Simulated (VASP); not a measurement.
# Cr2Ni (Fd-3m) in VASP: a series of runs, part 2 of 2

VASP 6.6.1.

## 3. Single point, PBE

INCAR

```
SYSTEM = Cr2Ni
  PREC = Accurate
  ENCUT = 520
  EDIFF = 1E-7
  ISMEAR = 0
  SIGMA = 0.1
  LREAL = .FALSE.
  LASPH = .TRUE.
  NELM = 100
  ALGO = Fast
  ISIF = 2
  LWAVE = .FALSE.
  LCHARG = .FALSE.
  GGA = PE
  NBANDS = 43
```

KPOINTS

```
Automatic mesh
0
G
  10 10 10
  0 0 0
```

POSCAR

```
Cr2Ni
1.0
    0.0000000000      3.2797625311      3.2797625311
    3.2797625311      0.0000000000      3.2797625311
    3.2797625311      3.2797625311      0.0000000000
Cr Ni
4 2
Direct
    0.1250000000      0.1250000000      0.1250000000
    0.6250000000      0.1250000000      0.1250000000
    0.1250000000      0.1250000000      0.6250000000
    0.1250000000      0.6250000000      0.1250000000
    0.5000000000      0.5000000000      0.5000000000
    0.7500000000      0.7500000000      0.7500000000
```

Potentials or basis: VASP PAW PBE potentials, release 64 (Cr_pv, Ni).

The run is started by

```sh
cat potpaw_PBE.64/Cr_pv/POTCAR potpaw_PBE.64/Ni/POTCAR > POTCAR
mpirun -np 1 vasp_std > vasp.out
```

OUTCAR:

```text
SYSTEM = Cr2Ni
   PREC = Accurate
   ENCUT = 520
   EDIFF = 1E-7
   ISMEAR = 0
   LREAL = .FALSE.
   LASPH = .TRUE.
   NELM = 100
   ISIF = 2
   GGA = PE

 ion  position               nearest neighbor table
   1  0.125  0.125  0.125-   2 2.32   3 2.32   4 2.32   3 2.32   4 2.32   2 2.32   6 2.72   5 2.72
                             6 2.72   5 2.72   6 2.72   5 2.72
   2  0.625  0.125  0.125-   1 2.32   3 2.32   4 2.32   1 2.32   3 2.32   4 2.32   5 2.72   6 2.72
                             6 2.72   6 2.72   5 2.72   5 2.72
   3  0.125  0.125  0.625-   1 2.32   1 2.32   2 2.32   4 2.32   4 2.32   2 2.32   6 2.72   5 2.72
                             6 2.72   5 2.72   6 2.72   5 2.72
   4  0.125  0.625  0.125-   1 2.32   3 2.32   1 2.32   2 2.32   3 2.32   2 2.32   6 2.72   5 2.72
                             6 2.72   6 2.72   5 2.72   5 2.72
   5  0.500  0.500  0.500-   1 2.72   3 2.72   4 2.72   1 2.72   2 2.72   3 2.72   1 2.72   2 2.72
                             4 2.72   2 2.72   3 2.72   4 2.72   6 2.84   6 2.84   6 2.84   6 2.84
   6  0.750  0.750  0.750-   1 2.72   1 2.72   2 2.72   3 2.72   1 2.72   3 2.72   4 2.72   4 2.72
                             2 2.72   2 2.72   4 2.72   3 2.72   5 2.84   5 2.84   5 2.84   5 2.84

  LATTYP: Found a face centered cubic cell.
 ALAT       =     6.5595250622

  Lattice vectors:

 A1 = (   0.0000000000,   3.2797625311,   3.2797625311)
 A2 = (   3.2797625311,   0.0000000000,   3.2797625311)
 A3 = (   3.2797625311,   3.2797625311,   0.0000000000)

Analysis of symmetry for initial positions (statically):
=====================================================================
 Subroutine PRICEL returns:
 Original cell was already a primitive cell.

 Routine SETGRP: Setting up the symmetry group for a
 face centered cubic supercell.

 Subroutine GETGRP returns: Found 48 space group operations
 (whereof 24 operations were pure point group operations)
 out of a pool of 48 trial point group operations.

The static configuration has the point symmetry T_d .
 The point group associated with its full space group is O_h .

Analysis of symmetry for dynamics (positions and initial velocities):
=====================================================================
 Subroutine PRICEL returns:
 Original cell was already a primitive cell.

 Routine SETGRP: Setting up the symmetry group for a
 face centered cubic supercell.

 Subroutine GETGRP returns: Found 48 space group operations
 (whereof 24 operations were pure point group operations)
 out of a pool of 48 trial point group operations.

The dynamic configuration has the point symmetry T_d .
 The point group associated with its full space group is O_h .

 Subroutine INISYM returns: Found 48 space group operations
 (whereof 24 operations are pure point group operations),
 and found     1 'primitive' translations

----------------------------------------------------------------------------------------

                                     Primitive cell

  volume of cell :      70.5598

  direct lattice vectors                    reciprocal lattice vectors
     0.000000000  3.279762531  3.279762531    -0.152450062  0.152450062  0.152450062
     3.279762531  0.000000000  3.279762531     0.152450062 -0.152450062  0.152450062
     3.279762531  3.279762531  0.000000000     0.152450062  0.152450062 -0.152450062

  length of vectors
[... 52 lines left out ...]
  0.500000  0.000000  0.000000      4.000000
[... 16 lines left out ...]
  0.300000  0.300000  0.000000      6.000000
  0.400000  0.300000  0.000000     24.000000
 [... further k-points ...]
   k-points           NKPTS =     47   k-points in BZ     NKDIM =     47   number of bands    NBANDS=     43
   number of dos      NEDOS =    301   number of ions     NIONS =      6
   total plane-waves  NPLWV =  46656
   dimension x,y,z NGX =    36 NGY =   36 NGZ =   36
   dimension x,y,z NGXF=    72 NGYF=   72 NGZF=   72
   ions per type =               4   2
   NGX,Y,Z   is equivalent  to a cutoff of  12.90, 12.90, 12.90 a.u.
   NGXF,Y,Z  is equivalent  to a cutoff of  25.81, 25.81, 25.81 a.u.
 SYSTEM =  Cr2Ni
   PREC   = accura    normal or accurate (medium, high low for compatibility)
   ISTART =      0    job   : 0-new  1-cont  2-samecut
   ICHARG =      2    charge: 1-file 2-atom 10-const
   ISPIN  =      1    spin polarized calculation?
   LNONCOLLINEAR =      F non collinear calculations
   LSORBIT =      F    spin-orbit coupling
   LASPH  =      T    aspherical Exc in radial PAW
   ENCUT  =  520.0 eV  38.22 Ry    6.18 a.u.   8.62  8.62  8.62*2*pi/ulx,y,z
   NELM   =    100;   NELMIN=  2; NELMDL= -5     # of ELM steps
   EDIFF  = 0.1E-06   stopping-criterion for ELM
   LREAL  =      F    real-space projection
   EDIFFG = 0.1E-05   stopping-criterion for IOM
   NSW    =      0    number of steps for IOM
   IBRION =     -1    ionic relax: 0-MD 1-quasi-New 2-CG
   NFREE  =      0    steps in history (QN), initial steepest desc. (CG)
   ISIF   =      2    stress and relaxation
   ISYM   =      2    0-nonsym 1-usesym 2-fastsym
   POTIM  = 0.5000    time-step for ionic-motion
   TEBEG  =    0.0;   TEEND  =   0.0 temperature during run
   PSTRESS=    0.0 pullay stress
   NELECT =      68.0000    total number of electrons
   NUPDOWN=      -1.0000    fix difference up-down
   EMIN   =  10.00;   EMAX   =-10.00  energy-range for DOS
   EFERMI =   0.00;   METHOD = LEGACY
   ISMEAR =     0;   SIGMA  =   0.10  broadening in eV -4-tet -1-fermi 0-gaus
   EFERMI_NEDOS =   21; number of points for ismear=-14 and -15
   IALGO  =     68    algorithm
   IMIX   =      4    mixing-type and parameters
     AMIX     =   0.40;   BMIX     =  1.00
     AMIX_MAG =   1.60;   BMIX_MAG =  1.00
  volume/ion in A,a.u.               =      11.76        79.36
  Fermi-wavevector in a.u.,A,eV,Ry     =   1.617057  3.055795 35.577524  2.614874
  Thomas-Fermi vector in A             =   2.711544
   LORBIT       =      0    0 simple, 1 ext, 2 COOP (PROOUT), +10 PAW based schemes
   GGA     = PE    functional components
   LHFCALC =     F    Hartree Fock is set to
   AEXX    =    0.0000 exact exchange contribution
   IVDW    =     0    specifies the selected vdW correction
   LEPSILON=     F    determine dielectric tensor
   LRPA    =     F    only Hartree local field effects (RPA)
 non-spin polarized calculation
 RMM-DIIS sequential band-by-band and
 Gauss-broadening in eV      SIGMA  =   0.10
  energy-cutoff  :      520.00
  volume of cell :       70.56
 maximum number of plane-waves:      1917
   NGX = 17   NGY = 17   NGZ = 17

 number of electron      68.0000007 magnetization

 Free energy of the ion-electron system (eV)
  ---------------------------------------------------
  ext. energy  EPLUGINS =         0.00000000
  ---------------------------------------------------
  free energy    TOTEN  =       -47.46357558 eV

  energy without entropy =      -47.43119264  energy(sigma->0) =      -47.44738411

 E-fermi :   9.9577     XC(G=0): -13.2496

 val. band max:        9.9424001852   @ k =   0.5000   0.4000   0.0000
 cond. band min:       9.9652295565   @ k =  -0.3000   0.2000   0.0000
 fundamental gap:      0.0228293713
 Fermi energy:         9.9577082661

 k-point     1 :       0.0000    0.0000    0.0000
  band No.  band energies     occupation
      1     -34.1294      2.00000
      2     -33.4647      2.00000
      3     -33.4647      2.00000
      4     -33.4647      2.00000
      5     -33.2617      2.00000
      6     -33.2617      2.00000
[... 1093 lines left out ...]
     42      11.6341      0.00000
     43      11.9021      0.00000

 [... further k-points ...]

------------------------ aborting loop because EDIFF is reached ----------------------------------------

  FORCE on cell =-STRESS in cart. coord.  units (eV):
  Direction    XX          YY          ZZ          XY          YZ          ZX
  --------------------------------------------------------------------------------------
  -------------------------------------------------------------------------------------
  Total        0.0362644      0.0362644      0.0362644      0.0000000     -0.0000000     -0.0000000
  in kB        0.8234437      0.8234437      0.8234437      0.0000000     -0.0000000     -0.0000000
  external PRESSURE =       0.8234437 kB  Pullay stress =       0.0000000 kB

 VOLUME and BASIS-vectors are now :
 -----------------------------------------------------------------------------
  energy-cutoff  :      520.00
  volume of cell :       70.56
      direct lattice vectors                 reciprocal lattice vectors
     0.000000000  3.279762531  3.279762531    -0.152450062  0.152450062  0.152450062
     3.279762531  0.000000000  3.279762531     0.152450062 -0.152450062  0.152450062
     3.279762531  3.279762531  0.000000000     0.152450062  0.152450062 -0.152450062

 POSITION                                       TOTAL-FORCE (eV/Angst)
 -----------------------------------------------------------------------------------
      0.81994      0.81994      0.81994        -0.000000      0.000000      0.000000
      0.81994      2.45982      2.45982        -0.000000      0.000000      0.000000
      2.45982      2.45982      0.81994        -0.000000      0.000000      0.000000
      2.45982      0.81994      2.45982        -0.000000      0.000000      0.000000
      3.27976      3.27976      3.27976        -0.000000      0.000000     -0.000000
      4.91964      4.91964      4.91964         0.000000     -0.000000      0.000000
 -----------------------------------------------------------------------------------
    total drift:                                0.000000      0.000000      0.000000

  FREE ENERGIE OF THE ION-ELECTRON SYSTEM (eV)
  ---------------------------------------------------
  free  energy   TOTEN  =       -47.4635755755 eV

  energy  without entropy=      -47.4311926436  energy(sigma->0) =      -47.44738411
```

Run time: 7.8 min. Hardware: 1 thread of Intel Xeon Platinum 8375C at 2.90GHz (Ice Lake), shared host; peak memory 0.27 GiB.

Results:

```yaml
Free_energy: -47.4636 eV
Pressure: 0.1 GPa
Band_gap_on_the_k_mesh: zero (band 34 reaches 11.21 eV, above the bottom of band 35 at 9.69 eV)
```

Levels at points of the mesh, in eV from the Fermi level:
```csv
k point,band 32,band 33,band 34,band 35,band 36,band 37
"(0.00, 0.00, 0.00)",-1.20,1.25,1.25,1.25,1.72,1.72
"(0.50, 0.00, 0.00)",-0.35,-0.35,-0.25,-0.25,-0.06,0.80
"(0.50, 0.50, 0.00)",-0.77,-0.31,-0.31,0.20,0.20,0.28
```

Caveat: the run has no spin polarisation, though such a crystal can be magnetic.
